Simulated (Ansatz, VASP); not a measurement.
KF: VASP beside Ansatz

The input INCAR:

```
SYSTEM = KF
PREC = Accurate
ENCUT = 520
EDIFF = 1E-6
ISMEAR = 0
SIGMA = 0.05
LREAL = .False.
LASPH = .True.
NELM = 60
ALGO = Normal
ISIF = 2
LWAVE = .False.
LCHARG = .False.
GGA = PE
NBANDS = 15
```

Contents of KPOINTS:

```
Automatic mesh
0
Gamma
  8 8 8
  0 0 0
```

Contents of POSCAR:

```
KF
1.0
    0.1753816000      2.6735000000      2.6735000000
    2.8488816000      0.0000000000      2.8488816000
    2.6735000000      2.6735000000      0.1753816000
K F
1 1
Direct
    0.0000000000      0.0000000000      0.0000000000
    0.5000000000      0.5000000000      0.5000000000
```

Input for Ansatz:

```yaml
crystal:
  lattice:
    - [0.1753816, 2.6735, 2.6735]
    - [2.8488816, 0.0, 2.8488816]
    - [2.6735, 2.6735, 0.1753816]
  atoms:
    - { symbol: K, position: [0.0, 0.0, 0.0] }
    - { symbol: F, position: [0.5, 0.5, 0.5] }
basis:
  ecutwfc: 420
kpoints:
  mp_grid: { grid: [8, 8, 8] }
hamiltonian:
  xc: pbe
scf:
  occupations: { method: gaussian, width: 0.05 }
output:
  forces: true
  stress: true
  eigenvalues: true
```

Change from the starting cell: strain +0.1312 x Voigt [0, 0, 0, 0, 1, 0], atoms carried along.

Alike in both runs: task single point; functional PBE; k mesh 8 × 8 × 8; occupations gaussian, width 0.05 eV; no spin polarisation.

|  | VASP | Ansatz |
| --- | --- | --- |
| version | VASP 6.6.1 | Ansatz 0.2.0 |
| potentials or method | VASP PAW PBE potentials, release 64 (K_sv, F), cutoff 520 eV | scalar-relativistic, plane waves, PAW |
| valence electrons in the cell | 16 | 16 |

Ansatz gave:

| Property | Result |
| --- | --- |
| gap on the k mesh at the Fermi level (eV) | 6.06 |
| least direct gap on the mesh (eV) | 6.06 |
| pressure (GPa) | 1.2 |
| traceless stress, the component that is largest in VASP (GPa) | -1.79 |

Task: Which values does VASP return?

Result: gap on the k mesh at the Fermi level (eV): 6.04; least direct gap on the mesh (eV): 6.04; pressure (GPa): 1.3; traceless stress, the component that is largest in VASP (GPa): -1.77.
